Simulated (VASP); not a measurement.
Input of a VASP 6.6.1 run:

The input INCAR:

```
  PREC = Accurate
  ENCUT = 520
  EDIFF = 1E-6
  ISMEAR = 0
  SIGMA = 0.15
  LREAL = False
  LASPH = True
  NELM = 60
  ALGO = Fast
  ISIF = 2
  LWAVE = False
  LCHARG = True
  GGA = PS
  LELF = True
  LVHAR = True
  NBANDS = 10
```

Contents of KPOINTS:

```
regular mesh
0
Gamma
  20 20 20
```

File POSCAR:

```
Re
1.0
    0.0000000000      1.9947500000      1.9750000000
    1.9750000000      0.0000000000      1.9750000000
    1.9750000000      1.9947500000      0.0000000000
Re
1
Direct
    0.0000000000      0.0000000000      0.0000000000
```

Potentials or basis: VASP PAW PBE potentials, release 64 (Re).

Run with:

```console
$ cat potpaw_PBE.64/Re/POTCAR > POTCAR
$ mpirun -np 1 vasp_std > vasp.out
```

(1) What does it give for the pressure?

(2) Estimate the band gap on the k mesh.

## Answers

(1) -22.0 GPa.

(2) zero (an odd number of electrons rules out a gap without spin polarisation).

Caveat: the cell differs from its parent crystal (strain +0.0100 x Voigt [0, 1, 0, 0, 0, 0]); the cell stands under tension; the PAW data sets were made with another functional, which shifts forces and pressure a little; spin-orbit coupling is left out, which moves the levels of the heavy elements.
